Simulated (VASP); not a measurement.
The system is MoS2.

```xyz
6
Lattice="3.1690 0.0000 0.0000 -1.5845 2.7444 0.0000 0.0000 0.0000 12.3240" Properties=species:S:1:pos:R:3 pbc="T T T"
Mo    1.5845    0.9148    9.2430
Mo    0.0000    1.8296    3.0810
S     1.5845    0.9148    4.6461
S     0.0000    1.8296   10.8081
S     1.5845    0.9148    1.5159
S     0.0000    1.8296    7.6779
```

- Program: VASP 6.6.1
- Task: relaxation of cell and atoms
- Functional: PBEsol
- Potentials or basis: VASP PAW PBE potentials, release 64 (Mo_sv, S)
- Cutoff: 600 eV
- k mesh: 8 × 8 × 2
- Occupations: fermi-dirac, width 0.05 eV
- Spin: no spin polarisation

At the start: pressure -3.0 GPa; volume 17.86 Å³/atom.

Task: Where does the relaxation end?

Result: Over 19 steps the energy falls by 4.4 meV/atom and the volume is 17.88 Å³/atom (+0.1 %); space group P6_3/mmc (No. 194, to 0.1 Å) before and after.

Step by step:
| step | energy change (eV) | largest force (eV/Å) | pressure (GPa) | volume (Å³) |
| --- | --- | --- | --- | --- |
| 1 | 0.0000 | 0.3121 | -2.98 | 107.18 |
| 2 | 0.0572 | 0.7634 | 6.47 | 102.10 |
| 3 | -0.0203 | 0.0326 | -0.02 | 105.42 |
| 4 | -0.0203 | 0.0397 | 0.06 | 105.39 |
| 5 | -0.0227 | 0.0409 | 0.13 | 105.22 |
| 6 | -0.0227 | 0.0418 | 0.13 | 105.22 |
| 7 | -0.0232 | 0.0508 | 0.02 | 105.40 |
| 8 | -0.0240 | 0.0772 | -0.31 | 105.95 |
| 9 | -0.0237 | 0.1299 | -0.94 | 107.05 |
| 10 | -0.0242 | 0.0961 | -0.55 | 106.36 |
| 11 | -0.0243 | 0.0931 | -0.54 | 106.38 |
| 12 | -0.0246 | 0.0839 | -0.51 | 106.44 |
| 13 | -0.0251 | 0.0674 | -0.41 | 106.55 |
| 14 | -0.0258 | 0.0324 | -0.23 | 106.79 |
| 15 | -0.0261 | 0.0382 | 0.12 | 107.25 |
| 16 | -0.0262 | 0.0226 | 0.03 | 107.15 |
| 17 | -0.0262 | 0.0191 | 0.02 | 107.13 |
| 18 | -0.0262 | 0.0153 | 0.01 | 107.16 |
| 19 | -0.0263 | 0.0035 | -0.01 | 107.27 |

Final structure:
```
CELL_PARAMETERS angstrom
3.14223 0.00000 0.00000
-1.57112 2.72125 0.00000
0.00000 0.00000 12.54555
ATOMIC_POSITIONS crystal
Mo 0.66667 0.33333 0.75000
Mo 0.33333 0.66667 0.25000
S 0.66667 0.33333 0.37423
S 0.33333 0.66667 0.87423
S 0.66667 0.33333 0.12577
S 0.33333 0.66667 0.62577
```

Caveat: the PAW data sets were made with another functional, which shifts forces and pressure a little; this functional lacks dispersion, which binds the layers, so the pressure and a relaxed spacing across them are unreliable.
